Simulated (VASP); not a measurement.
# YHg (Pm-3m) in VASP: further runs, part 2 of 2

VASP 6.6.1. The steps go on from the part before.

### Step 3. Electric field gradients, LDA (volume scaled by 1.01)

The input, INCAR:

```
SYSTEM = YHg
PREC = Accurate
ENCUT = 520
EDIFF = 1E-8
ISMEAR = -1
SIGMA = 0.08
LREAL = .False.
LASPH = .True.
NELM = 80
ALGO = Normal
ISIF = 2
LWAVE = .False.
LCHARG = .False.
LEFG = .True.
NBANDS = 18
```

The input, KPOINTS:

```
regular mesh
0
Gamma
  11 11 11
  0 0 0
```

The input, POSCAR:

```
YHg
1.0
    3.6942326480      0.0000000000      0.0000000000
    0.0000000000      3.6942326480      0.0000000000
    0.0000000000      0.0000000000      3.6942326480
Y Hg
1 1
Direct
    0.5000000000      0.5000000000      0.5000000000
    0.0000000000      0.0000000000      0.0000000000
```

Potentials or basis: VASP PAW LDA potentials, release 64 (Y_sv, Hg).

Command:

```console
cat potpaw_LDA.64/Y_sv/POTCAR potpaw_LDA.64/Hg/POTCAR > POTCAR
mpirun -np 1 vasp_std > vasp.out
```

OUTCAR:

```text
SYSTEM = YHg
   PREC = Accurate
   ENCUT = 520
   EDIFF = 1E-8
   ISMEAR = -1
   LREAL = .False.
   LASPH = .True.
   NELM = 80
   ISIF = 2

 ion  position               nearest neighbor table
   1  0.500  0.500  0.500-   2 3.20   2 3.20   2 3.20   2 3.20   2 3.20   2 3.20   2 3.20   2 3.20

   2  0.000  0.000  0.000-   1 3.20   1 3.20   1 3.20   1 3.20   1 3.20   1 3.20   1 3.20   1 3.20

  LATTYP: Found a simple cubic cell.
 ALAT       =     3.6942326480

  Lattice vectors:

 A1 = (   3.6942326480,   0.0000000000,   0.0000000000)
 A2 = (   0.0000000000,   3.6942326480,   0.0000000000)
 A3 = (   0.0000000000,   0.0000000000,   3.6942326480)

Analysis of symmetry for initial positions (statically):
=====================================================================
 Subroutine PRICEL returns:
 Original cell was already a primitive cell.

 Routine SETGRP: Setting up the symmetry group for a
 simple cubic supercell.

 Subroutine GETGRP returns: Found 48 space group operations
 (whereof 48 operations were pure point group operations)
 out of a pool of 48 trial point group operations.

The static configuration has the point symmetry O_h .

Analysis of symmetry for dynamics (positions and initial velocities):
=====================================================================
 Subroutine PRICEL returns:
 Original cell was already a primitive cell.

 Routine SETGRP: Setting up the symmetry group for a
 simple cubic supercell.

 Subroutine GETGRP returns: Found 48 space group operations
 (whereof 48 operations were pure point group operations)
[... 158 lines left out ...]
  band No.  band energies     occupation
      1     -39.1662      2.00000
      2     -19.1700      2.00000
      3     -19.1700      2.00000
      4     -19.1700      2.00000
      5      -4.1733      2.00000
      6      -3.9656      2.00000
[... 481 lines left out ...]
      5      -3.8235      2.00000
      6      -3.7005      2.00000
[... 10 lines left out ...]
     17      10.2306      0.00000
     18      11.1667      0.00000

 [... further k-points ...]

------------------------ aborting loop because EDIFF is reached ----------------------------------------

  FORCE on cell =-STRESS in cart. coord.  units (eV):
  Direction    XX          YY          ZZ          XY          YZ          ZX
  --------------------------------------------------------------------------------------
  -------------------------------------------------------------------------------------
  Total       -1.2324804     -1.2324804     -1.2324804      0.0000000      0.0000000      0.0000000
  in kB      -39.1667802    -39.1667802    -39.1667802      0.0000000      0.0000000      0.0000000
  external PRESSURE =     -39.1667802 kB  Pullay stress =       0.0000000 kB

 VOLUME and BASIS-vectors are now :
 -----------------------------------------------------------------------------
  energy-cutoff  :      520.00
  volume of cell :       50.42
      direct lattice vectors                 reciprocal lattice vectors
     3.694232648  0.000000000  0.000000000     0.270692210  0.000000000  0.000000000
     0.000000000  3.694232648  0.000000000     0.000000000  0.270692210  0.000000000
     0.000000000  0.000000000  3.694232648     0.000000000  0.000000000  0.270692210

 POSITION                                       TOTAL-FORCE (eV/Angst)
 -----------------------------------------------------------------------------------
      1.84712      1.84712      1.84712         0.000000      0.000000      0.000000
      0.00000      0.00000      0.00000         0.000000      0.000000      0.000000
 -----------------------------------------------------------------------------------
    total drift:                               -0.000000      0.000000      0.000000

  FREE ENERGIE OF THE ION-ELECTRON SYSTEM (eV)
  ---------------------------------------------------
  free  energy   TOTEN  =        -9.1945463281 eV

  energy  without entropy=       -9.1493156801  energy(sigma->0) =       -9.17193100

 Electric field gradients (V/A^2)
---------------------------------------------------------------------
 ion       V_xx      V_yy      V_zz      V_xy      V_xz      V_yz
---------------------------------------------------------------------
   1      -0.000     0.000     0.000     0.000     0.000     0.000
   2      -0.000    -0.000     0.000    -0.000     0.000     0.000
---------------------------------------------------------------------

 Electric field gradients after diagonalization (V/A^2)
 (convention: |V_zz| > |V_xx| > |V_yy|)
----------------------------------------------------------------------
 ion       V_xx      V_yy      V_zz     asymmetry (V_yy - V_xx)/ V_zz
----------------------------------------------------------------------
   1      -0.000     0.000     0.000       0.666
   2      -0.000    -0.000     0.000       0.157
----------------------------------------------------------------------

           NMR quadrupolar parameters

 Cq : quadrupolar parameter    Cq=e*Q*V_zz/h
 eta: asymmetry parameters     (V_yy - V_xx)/ V_zz
 Q  : nuclear electric quadrupole moment in mb (millibarn)
----------------------------------------------------------------------
 ion       Cq(MHz)       eta       Q (mb)
----------------------------------------------------------------------
   1       0.000       0.666       1.000
   2       0.000       0.157       1.000
----------------------------------------------------------------------
```

OSZICAR:

```text
N       E                     dE             d eps       ncg     rms          rms(c)
DAV:   1     0.135282685251E+03    0.13528E+03   -0.11731E+04  2032   0.122E+03
DAV:   2    -0.341910048961E+01   -0.13870E+03   -0.13418E+03  2178   0.306E+02
DAV:   3    -0.958844478212E+01   -0.61693E+01   -0.61105E+01  3170   0.528E+01
DAV:   4    -0.973107862401E+01   -0.14263E+00   -0.14216E+00  2488   0.549E+00
DAV:   5    -0.973230904653E+01   -0.12304E-02   -0.12297E-02  2524   0.492E-01    0.286E+01
DAV:   6    -0.928993782944E+01    0.44237E+00   -0.71591E-01  2262   0.731E+00    0.176E+01
DAV:   7    -0.920344283950E+01    0.86495E-01   -0.51620E-01  2336   0.427E+00    0.266E+00
DAV:   8    -0.919581159178E+01    0.76312E-02   -0.37172E-02  2196   0.135E+00    0.452E-01
DAV:   9    -0.919455898894E+01    0.12526E-02   -0.79297E-03  2482   0.621E-01    0.106E-01
DAV:  10    -0.919454675255E+01    0.12236E-04   -0.29430E-04  2274   0.993E-02    0.210E-02
DAV:  11    -0.919454617774E+01    0.57480E-06   -0.10731E-05  2410   0.242E-02    0.969E-03
DAV:  12    -0.919454634071E+01   -0.16297E-06   -0.97310E-07  2742   0.605E-03    0.983E-03
DAV:  13    -0.919454632490E+01    0.15806E-07   -0.24039E-07  2204   0.331E-03    0.989E-04
DAV:  14    -0.919454632807E+01   -0.31628E-08   -0.86160E-09  1640   0.636E-04
   1 F= -.91945463E+01 E0= -.91719310E+01  d E =-.452306E-01
```

It took 16 s on 1 thread of Intel Xeon 6975P-C (Granite Rapids), shared host; peak memory 0.19 GiB.

Results:

| Property | Result |
| --- | --- |
| Free energy | -9.1945 eV |
| Pressure | -3.9 GPa |

Caveat: without QUAD_EFG the Cq values of the log hold for a quadrupole moment of 1 mb, not for the nuclei.

### Step 4. Electric field gradients, LDA (volume scaled by 1.01)

The input, INCAR:

```
SYSTEM = YHg
PREC = Accurate
ENCUT = 520
EDIFF = 1E-8
ISMEAR = -1
SIGMA = 0.08
LREAL = .FALSE.
LASPH = .TRUE.
NELM = 80
ALGO = Normal
ISIF = 2
LWAVE = .FALSE.
LCHARG = .FALSE.
GGA = CA
LEFG = .TRUE.
NBANDS = 18
```

The input, KPOINTS:

```
Automatic mesh
0
G
  11 11 11
  0 0 0
```

POSCAR is that of step 3.

Potentials or basis: VASP PAW LDA potentials, release 64 (Y_sv, Hg).

Command:

```console
cat potpaw_LDA.64/Y_sv/POTCAR potpaw_LDA.64/Hg/POTCAR > POTCAR
mpirun -np 1 vasp_std > vasp.out
```

OUTCAR:

```text
SYSTEM = YHg
   PREC = Accurate
   ENCUT = 520
   EDIFF = 1E-8
   ISMEAR = -1
   LREAL = .FALSE.
   LASPH = .TRUE.
   NELM = 80
   ISIF = 2
   GGA = CA

 ion  position               nearest neighbor table
   1  0.500  0.500  0.500-   2 3.20   2 3.20   2 3.20   2 3.20   2 3.20   2 3.20   2 3.20   2 3.20

   2  0.000  0.000  0.000-   1 3.20   1 3.20   1 3.20   1 3.20   1 3.20   1 3.20   1 3.20   1 3.20

  LATTYP: Found a simple cubic cell.
 ALAT       =     3.6942326480

  Lattice vectors:

 A1 = (   3.6942326480,   0.0000000000,   0.0000000000)
 A2 = (   0.0000000000,   3.6942326480,   0.0000000000)
 A3 = (   0.0000000000,   0.0000000000,   3.6942326480)

Analysis of symmetry for initial positions (statically):
=====================================================================
 Subroutine PRICEL returns:
 Original cell was already a primitive cell.

 Routine SETGRP: Setting up the symmetry group for a
 simple cubic supercell.

 Subroutine GETGRP returns: Found 48 space group operations
 (whereof 48 operations were pure point group operations)
 out of a pool of 48 trial point group operations.

The static configuration has the point symmetry O_h .

Analysis of symmetry for dynamics (positions and initial velocities):
=====================================================================
 Subroutine PRICEL returns:
 Original cell was already a primitive cell.

 Routine SETGRP: Setting up the symmetry group for a
 simple cubic supercell.

 Subroutine GETGRP returns: Found 48 space group operations
 (whereof 48 operations were pure point group operations)
 out of a pool of 48 trial point group operations.

The dynamic configuration has the point symmetry O_h .

[... 157 lines left out ...]
      3     -19.1700      2.00000
      4     -19.1700      2.00000
      5      -4.1733      2.00000
      6      -3.9656      2.00000
[... 481 lines left out ...]
      5      -3.8235      2.00000
      6      -3.7005      2.00000
[... 10 lines left out ...]
     17      10.2306      0.00000
     18      11.1667      0.00000

 [... further k-points ...]

------------------------ aborting loop because EDIFF is reached ----------------------------------------

  FORCE on cell =-STRESS in cart. coord.  units (eV):
  Direction    XX          YY          ZZ          XY          YZ          ZX
  --------------------------------------------------------------------------------------
  -------------------------------------------------------------------------------------
  Total       -1.2324804     -1.2324804     -1.2324804      0.0000000      0.0000000      0.0000000
  in kB      -39.1667802    -39.1667802    -39.1667802      0.0000000      0.0000000      0.0000000
  external PRESSURE =     -39.1667802 kB  Pullay stress =       0.0000000 kB

 VOLUME and BASIS-vectors are now :
 -----------------------------------------------------------------------------
  energy-cutoff  :      520.00
  volume of cell :       50.42
      direct lattice vectors                 reciprocal lattice vectors
     3.694232648  0.000000000  0.000000000     0.270692210  0.000000000  0.000000000
     0.000000000  3.694232648  0.000000000     0.000000000  0.270692210  0.000000000
     0.000000000  0.000000000  3.694232648     0.000000000  0.000000000  0.270692210

 POSITION                                       TOTAL-FORCE (eV/Angst)
 -----------------------------------------------------------------------------------
      1.84712      1.84712      1.84712         0.000000      0.000000      0.000000
      0.00000      0.00000      0.00000         0.000000      0.000000      0.000000
 -----------------------------------------------------------------------------------
    total drift:                               -0.000000      0.000000      0.000000

  FREE ENERGIE OF THE ION-ELECTRON SYSTEM (eV)
  ---------------------------------------------------
  free  energy   TOTEN  =        -9.1945463281 eV

  energy  without entropy=       -9.1493156801  energy(sigma->0) =       -9.17193100

 Electric field gradients (V/A^2)
---------------------------------------------------------------------
 ion       V_xx      V_yy      V_zz      V_xy      V_xz      V_yz
---------------------------------------------------------------------
   1      -0.000     0.000     0.000     0.000     0.000     0.000
   2      -0.000    -0.000     0.000    -0.000     0.000     0.000
---------------------------------------------------------------------

 Electric field gradients after diagonalization (V/A^2)
 (convention: |V_zz| > |V_xx| > |V_yy|)
----------------------------------------------------------------------
 ion       V_xx      V_yy      V_zz     asymmetry (V_yy - V_xx)/ V_zz
----------------------------------------------------------------------
   1      -0.000     0.000     0.000       0.666
   2      -0.000    -0.000     0.000       0.157
----------------------------------------------------------------------

           NMR quadrupolar parameters

 Cq : quadrupolar parameter    Cq=e*Q*V_zz/h
 eta: asymmetry parameters     (V_yy - V_xx)/ V_zz
 Q  : nuclear electric quadrupole moment in mb (millibarn)
----------------------------------------------------------------------
 ion       Cq(MHz)       eta       Q (mb)
----------------------------------------------------------------------
   1       0.000       0.666       1.000
   2       0.000       0.157       1.000
----------------------------------------------------------------------
```

OSZICAR:

```text
N       E                     dE             d eps       ncg     rms          rms(c)
DAV:   1     0.135282685251E+03    0.13528E+03   -0.11731E+04  2032   0.122E+03
DAV:   2    -0.341910048961E+01   -0.13870E+03   -0.13418E+03  2178   0.306E+02
DAV:   3    -0.958844478212E+01   -0.61693E+01   -0.61105E+01  3170   0.528E+01
DAV:   4    -0.973107862401E+01   -0.14263E+00   -0.14216E+00  2488   0.549E+00
DAV:   5    -0.973230904653E+01   -0.12304E-02   -0.12297E-02  2524   0.492E-01    0.286E+01
DAV:   6    -0.928993782944E+01    0.44237E+00   -0.71591E-01  2262   0.731E+00    0.176E+01
DAV:   7    -0.920344283950E+01    0.86495E-01   -0.51620E-01  2336   0.427E+00    0.266E+00
DAV:   8    -0.919581159178E+01    0.76312E-02   -0.37172E-02  2196   0.135E+00    0.452E-01
DAV:   9    -0.919455898894E+01    0.12526E-02   -0.79297E-03  2482   0.621E-01    0.106E-01
DAV:  10    -0.919454675255E+01    0.12236E-04   -0.29430E-04  2274   0.993E-02    0.210E-02
DAV:  11    -0.919454617774E+01    0.57480E-06   -0.10731E-05  2410   0.242E-02    0.969E-03
DAV:  12    -0.919454634071E+01   -0.16297E-06   -0.97310E-07  2742   0.605E-03    0.983E-03
DAV:  13    -0.919454632490E+01    0.15806E-07   -0.24039E-07  2204   0.331E-03    0.989E-04
DAV:  14    -0.919454632807E+01   -0.31628E-08   -0.86160E-09  1640   0.636E-04
   1 F= -.91945463E+01 E0= -.91719310E+01  d E =-.452306E-01
```

stdout:

```text
POSCAR found type information on POSCAR Y Hg
 POSCAR found :  2 types and       2 ions
 scaLAPACK will be used
 LDA part: xc-table for (Slater(with rela. corr.)+CA(PZ))
 , standard interpolation
 POSCAR, INCAR and KPOINTS ok, starting setup
 FFT: planning ... GRIDC
 FFT: planning ... GRID_SOFT
 FFT: planning ... GRID
 WAVECAR not read
 entering main loop
ion   1

ion   2
```

Run time: 16 s. Hardware: 1 thread of Intel Xeon 6975P-C (Granite Rapids), shared host; peak memory 0.19 GiB.

Results:

```yaml
Free_energy: -9.1945 eV
Pressure: -3.9 GPa
```

Caveat: without QUAD_EFG the Cq values of the log hold for a quadrupole moment of 1 mb, not for the nuclei.
